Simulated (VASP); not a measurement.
# Ga2Te2S (P4/mmm) in VASP: relaxation of cell and atoms with PBE

Aim: the relaxation of cell and atoms of Ga2Te2S with PBE.

All numbers are computed with VASP 6.6.1; they aren't measurements. Logs are shortened: lines on timing, memory, paths and dates and some standing lists are left out, and cuts for length are marked.

### Step 1. The cell of the first run

Symmetry: P4/mmm, No. 123, tetragonal system. Conventional cell: a = 5.003 Å, b = 5.003 Å, c = 6.205 Å, α = 90.00°, β = 90.00°, γ = 90.00°. Within 3.3 Å of Ga (site symmetry mmm) lie 2 S at 2.50 Å and 4 Te at 2.97 Å. Within 3.9 Å of Te (site symmetry 4mm) lie 4 Ga at 2.97 Å and 2 Te at 3.01 to 3.20 Å and 4 S at 3.88 Å. S (site symmetry 4/mmm) has 4 Ga at 2.50 Å within 3.3 Å.

The cell was generated, and may not be a known phase.

### Step 2. Relaxation of cell and atoms, PBE

INCAR reads:

```
SYSTEM = Ga2Te2S
  ALGO = Fast
  EDIFF = 1E-7
  EDIFFG = -0.01
  ENCUT = 600
  GGA = PE
  IBRION = 2
  ISIF = 3
  ISMEAR = 0
  LASPH = .True.
  LCHARG = .False.
  LREAL = .False.
  LWAVE = .False.
  NELM = 80
  NSW = 100
  PREC = Accurate
  SIGMA = 0.1
```

KPOINTS reads:

```
k-points
0
Gamma
  8 8 6
  0 0 0
```

POSCAR reads:

```
Ga2Te2S
1.0
    5.0030948111      0.0000000000      0.0000000000
    0.0000000000      5.0030948111      0.0000000000
    0.0000000000      0.0000000000      6.2054140744
Ga Te S
2 2 1
Direct
    0.5000000000      0.0000000000      0.0000000000
    0.0000000000      0.5000000000      0.0000000000
    0.0000000000      0.0000000000      0.2576597362
    0.0000000000      0.0000000000      0.7423402638
    0.5000000000      0.5000000000      0.0000000000
```

Potentials or basis: VASP PAW PBE potentials, release 64 (Ga_d, Te, S).

Run with:

```console
> cat potpaw_PBE.64/Ga_d/POTCAR potpaw_PBE.64/Te/POTCAR potpaw_PBE.64/S/POTCAR > POTCAR
> mpirun -np 1 vasp_std > vasp.out
```

OUTCAR:

```text
SYSTEM = Ga2Te2S
   EDIFF = 1E-7
   EDIFFG = -0.01
   ENCUT = 600
   GGA = PE
   IBRION = 2
   ISIF = 3
   ISMEAR = 0
   LASPH = .True.
   LREAL = .False.
   NELM = 80
   NSW = 100
   PREC = Accurate

 ion  position               nearest neighbor table
   1  0.500  0.000  0.000-   5 2.50   5 2.50   3 2.97   4 2.97   3 2.97   4 2.97
   2  0.000  0.500  0.000-   5 2.50   5 2.50   3 2.97   3 2.97   4 2.97   4 2.97
   3  0.000  0.000  0.258-   1 2.97   2 2.97   2 2.97   1 2.97   4 3.01   4 3.20
   4  0.000  0.000  0.742-   1 2.97   2 2.97   2 2.97   1 2.97   3 3.01   3 3.20
   5  0.500  0.500  0.000-   1 2.50   2 2.50   1 2.50   2 2.50

  LATTYP: Found a simple tetragonal cell.
 ALAT       =     5.0030948111
 C/A-ratio  =     1.2403151067

  Lattice vectors:

 A1 = (   5.0030948111,   0.0000000000,   0.0000000000)
 A2 = (   0.0000000000,   5.0030948111,   0.0000000000)
 A3 = (   0.0000000000,   0.0000000000,   6.2054140744)

Analysis of symmetry for initial positions (statically):
=====================================================================
 Subroutine PRICEL returns:
 Original cell was already a primitive cell.

 Routine SETGRP: Setting up the symmetry group for a
 simple tetragonal supercell.

 Subroutine GETGRP returns: Found 16 space group operations
 (whereof 16 operations were pure point group operations)
 out of a pool of 16 trial point group operations.

The static configuration has the point symmetry D_4h.

Analysis of symmetry for dynamics (positions and initial velocities):
=====================================================================
 Subroutine PRICEL returns:
 Original cell was already a primitive cell.

 Routine SETGRP: Setting up the symmetry group for a
 simple tetragonal supercell.

 Subroutine GETGRP returns: Found 16 space group operations
 (whereof 16 operations were pure point group operations)
 out of a pool of 16 trial point group operations.

The dynamic configuration has the point symmetry D_4h.

 Subroutine INISYM returns: Found 16 space group operations
 (whereof 16 operations are pure point group operations),
 and found     1 'primitive' translations

----------------------------------------------------------------------------------------

                                     Primitive cell

  volume of cell :     155.3275

  direct lattice vectors                    reciprocal lattice vectors
     5.003094811  0.000000000  0.000000000     0.199876284  0.000000000  0.000000000
     0.000000000  5.003094811  0.000000000     0.000000000  0.199876284  0.000000000
     0.000000000  0.000000000  6.205414074     0.000000000  0.000000000  0.161149601

  length of vectors
     5.003094811  5.003094811  6.205414074     0.199876284  0.199876284  0.161149601

  position of ions in fractional coordinates (direct lattice)
     0.500000000  0.000000000  0.000000000
     0.000000000  0.500000000  0.000000000
     0.000000000  0.000000000  0.257659736
     0.000000000  0.000000000  0.742340264
     0.500000000  0.500000000  0.000000000

  ion indices of the primitive-cell ions
   primitive index   ion index
                 1           1
                 2           2
                 3           3
                 4           4
                 5           5

----------------------------------------------------------------------------------------

 KPOINTS: k-points

Automatic generation of k-mesh.
 Grid dimensions read from file:
 generate k-points for:    8    8    6

 Generating k-lattice:

  Cartesian coordinates                     Fractional coordinates (reciprocal lattice)
     0.024984536  0.000000000  0.000000000     0.125000000  0.000000000  0.000000000
     0.000000000  0.024984536  0.000000000     0.000000000  0.125000000  0.000000000
     0.000000000  0.000000000  0.026858267     0.000000000  0.000000000  0.166666667

  Length of vectors
     0.024984536  0.024984536  0.026858267

  Shift w.r.t. Gamma in fractional coordinates (k-lattice)
     0.000000000  0.000000000  0.000000000

 Subroutine IBZKPT returns following result:
 ===========================================

 Found     60 irreducible k-points:

 Following reciprocal coordinates:
            Coordinates               Weight
  0.000000  0.000000  0.000000      1.000000
  0.125000  0.000000  0.000000      4.000000
  0.250000  0.000000  0.000000      4.000000
  0.375000  0.000000  0.000000      4.000000
  0.500000  0.000000  0.000000      2.000000
  0.125000  0.125000  0.000000      4.000000
[... 16 lines left out ...]
  0.375000  0.125000  0.166667     16.000000
  0.500000  0.125000  0.166667      8.000000
 [... further k-points ...]
   k-points           NKPTS =     60   k-points in BZ     NKDIM =     60   number of bands    NBANDS=     26
   number of dos      NEDOS =    301   number of ions     NIONS =      5
   total plane-waves  NPLWV =  80000
   dimension x,y,z NGX =    40 NGY =   40 NGZ =   50
   dimension x,y,z NGXF=    80 NGYF=   80 NGZF=  100
   ions per type =               2   2   1
   NGX,Y,Z   is equivalent  to a cutoff of  13.29, 13.29, 13.40 a.u.
   NGXF,Y,Z  is equivalent  to a cutoff of  26.58, 26.58, 26.79 a.u.
 SYSTEM =  Ga2Te2S
   PREC   = accura    normal or accurate (medium, high low for compatibility)
   ISTART =      0    job   : 0-new  1-cont  2-samecut
   ICHARG =      2    charge: 1-file 2-atom 10-const
   ISPIN  =      1    spin polarized calculation?
   LNONCOLLINEAR =      F non collinear calculations
   LSORBIT =      F    spin-orbit coupling
   LASPH  =      T    aspherical Exc in radial PAW
   ENCUT  =  600.0 eV  44.10 Ry    6.64 a.u.   9.99  9.99 12.39*2*pi/ulx,y,z
   NELM   =     80;   NELMIN=  2; NELMDL= -5     # of ELM steps
   EDIFF  = 0.1E-06   stopping-criterion for ELM
   LREAL  =      F    real-space projection
   EDIFFG = -.1E-01   stopping-criterion for IOM
   NSW    =    100    number of steps for IOM
   IBRION =      2    ionic relax: 0-MD 1-quasi-New 2-CG
   NFREE  =      1    steps in history (QN), initial steepest desc. (CG)
   ISIF   =      3    stress and relaxation
   ISYM   =      2    0-nonsym 1-usesym 2-fastsym
   POTIM  = 0.5000    time-step for ionic-motion
   TEBEG  =    0.0;   TEEND  =   0.0 temperature during run
   PSTRESS=    0.0 pullay stress
   NELECT =      44.0000    total number of electrons
   NUPDOWN=      -1.0000    fix difference up-down
   EMIN   =  10.00;   EMAX   =-10.00  energy-range for DOS
   EFERMI =   0.00;   METHOD = LEGACY
   ISMEAR =     0;   SIGMA  =   0.10  broadening in eV -4-tet -1-fermi 0-gaus
   EFERMI_NEDOS =   21; number of points for ismear=-14 and -15
   IALGO  =     68    algorithm
   IMIX   =      4    mixing-type and parameters
     AMIX     =   0.40;   BMIX     =  1.00
     AMIX_MAG =   1.60;   BMIX_MAG =  1.00
  volume/ion in A,a.u.               =      31.07       209.64
  Fermi-wavevector in a.u.,A,eV,Ry     =   1.075168  2.031773 15.728146  1.155986
  Thomas-Fermi vector in A             =   2.211017
   LORBIT       =      0    0 simple, 1 ext, 2 COOP (PROOUT), +10 PAW based schemes
   GGA     = PE    functional components
   LHFCALC =     F    Hartree Fock is set to
   AEXX    =    0.0000 exact exchange contribution
   IVDW    =     0    specifies the selected vdW correction
   LEPSILON=     F    determine dielectric tensor
   LRPA    =     F    only Hartree local field effects (RPA)
 conjugate gradient relaxation of ions
 non-spin polarized calculation
 RMM-DIIS sequential band-by-band and
 Gauss-broadening in eV      SIGMA  =   0.10
  energy-cutoff  :      600.00
  volume of cell :      155.33
 maximum number of plane-waves:      5228
 NGX is ok and might be reduce to    40
   NGX = 19   NGY = 19   NGZ = 25

--------------------------------------- Ionic step        1  -------------------------------------------

 number of electron      44.0000000 magnetization

 Free energy of the ion-electron system (eV)
  ---------------------------------------------------
  ext. energy  EPLUGINS =         0.00000000
  ---------------------------------------------------
  free energy    TOTEN  =       -17.00306893 eV

  energy without entropy =      -16.99021290  energy(sigma->0) =      -16.99664092

------------------------ aborting loop because EDIFF is reached ----------------------------------------

  FORCE on cell =-STRESS in cart. coord.  units (eV):
  Direction    XX          YY          ZZ          XY          YZ          ZX
  --------------------------------------------------------------------------------------
  -------------------------------------------------------------------------------------
  Total       -0.2765298     -0.2765298      1.5279054      0.0000000      0.0000000      0.0000000
  in kB       -2.8523598     -2.8523598     15.7600943      0.0000000      0.0000000      0.0000000
  external PRESSURE =       3.3517916 kB  Pullay stress =       0.0000000 kB
[... 98 lines left out ...]
  FREE ENERGIE OF THE ION-ELECTRON SYSTEM (eV)
  ---------------------------------------------------
  free  energy   TOTEN  =       -17.0415416081 eV

  energy  without entropy=      -17.0282552672  energy(sigma->0) =      -17.03489844

[... ionic steps 4 to 8 ...]

--------------------------------------- Ionic step        9  -------------------------------------------

 number of electron      43.9999974 magnetization

------------------------ aborting loop because EDIFF is reached ----------------------------------------

  FORCE on cell =-STRESS in cart. coord.  units (eV):
  Direction    XX          YY          ZZ          XY          YZ          ZX
  --------------------------------------------------------------------------------------
  -------------------------------------------------------------------------------------
  Total       -0.0005120     -0.0005120      0.0969599      0.0000000      0.0000000      0.0000000
  in kB       -0.0052559     -0.0052559      0.9953749      0.0000000      0.0000000      0.0000000
  external PRESSURE =       0.3282877 kB  Pullay stress =       0.0000000 kB
[... 63 lines left out ...]
  energy  without entropy=      -17.0550614756  energy(sigma->0) =      -17.05838485

--------------------------------------- Ionic step       11  -------------------------------------------

 number of electron      43.9999974 magnetization

 Free energy of the ion-electron system (eV)
  ---------------------------------------------------
  ext. energy  EPLUGINS =         0.00000000
  ---------------------------------------------------
  free energy    TOTEN  =       -17.06185826 eV

  energy without entropy =      -17.05537115  energy(sigma->0) =      -17.05861470

 E-fermi :   3.2076     XC(G=0):  -8.2966

 val. band max:        3.1694606937   @ k =   0.3750   0.0000   0.5000
 cond. band min:       3.2100695987   @ k =   0.3750   0.0000   0.3333
 fundamental gap:      0.0406089050
 Fermi energy:         3.2075978176

 k-point     1 :       0.0000    0.0000    0.0000
  band No.  band energies     occupation
      1     -12.0418      2.00000
      2     -11.6772      2.00000
      3     -11.6603      2.00000
      4     -11.6482      2.00000
      5     -11.6482      2.00000
      6     -11.6206      2.00000
[... 685 lines left out ...]
     25       6.3534      0.00000
     26       6.7031      0.00000

 [... further k-points ...]
[... 5 lines left out ...]
  --------------------------------------------------------------------------------------
  -------------------------------------------------------------------------------------
  Total       -0.0133749     -0.0133749      0.0133536      0.0000000      0.0000000      0.0000000
  in kB       -0.1370631     -0.1370631      0.1368446      0.0000000      0.0000000      0.0000000
  external PRESSURE =      -0.0457605 kB  Pullay stress =       0.0000000 kB
[... 20 lines left out ...]
  FREE ENERGIE OF THE ION-ELECTRON SYSTEM (eV)
  ---------------------------------------------------
  free  energy   TOTEN  =       -17.0618582558 eV

  energy  without entropy=      -17.0553711470  energy(sigma->0) =      -17.05861470

 reached required accuracy - stopping structural energy minimisation
```

Wall time 40 min (1 thread of Oxide Virtual Turin-like, shared host); peak memory 0.47 GiB.

What came out:

```yaml
Free_energy: -17.0619 eV
Relaxed_volume: 31.27 Å³/atom
Relaxed_cell: a = 4.891 Å, b = 4.891 Å, c = 6.535 Å, α = 90.00°, β = 90.00°, γ = 90.00°
Space_group_after_relaxing_to_0.1_Å: P4/mmm (No. 123)
Energy_gained_by_relaxing: 11.8 meV/atom
Ionic_steps: 11
Pressure_after_relaxing: 0.0 GPa
Band_gap_on_the_k_mesh: zero (bands 22 and 23 overlap by 3.71 eV)
```

The path:
| step | energy change (eV) | largest force (eV/Å) | pressure (GPa) | volume (Å³) |
| --- | --- | --- | --- | --- |
| 1 | 0.0000 | 0.1045 | 0.34 | 155.33 |
| 2 | -0.0215 | 0.0149 | -0.13 | 156.78 |
| 3 | -0.0385 | 0.1290 | -0.87 | 159.46 |
| 4 | -0.0524 | 0.1251 | -0.57 | 158.12 |
| 5 | -0.0566 | 0.1214 | -0.28 | 157.10 |
| 6 | -0.0566 | 0.1211 | -0.25 | 157.03 |
| 7 | -0.0582 | 0.0716 | -0.08 | 156.45 |
| 8 | -0.0585 | 0.0411 | 0.01 | 156.10 |
| 9 | -0.0585 | 0.0381 | 0.03 | 156.07 |
| 10 | -0.0586 | 0.0274 | 0.02 | 156.15 |
| 11 | -0.0588 | 0.0004 | 0.00 | 156.34 |

Final structure:
```
Ga Te S
1.0
     4.89118    0.00000    0.00000
     0.00000    4.89118    0.00000
     0.00000    0.00000    6.53511
Ga Te S
2 2 1
Direct
  0.50000 0.00000 0.00000
  0.00000 0.50000 0.00000
  0.00000 0.00000 0.25809
  0.00000 0.00000 0.74191
  0.50000 0.50000 0.00000
```

Caveat: spin-orbit coupling is left out, which moves the levels of the heavy elements.

The gap in the log of VASP goes by the Fermi energy; the results here count the filled bands.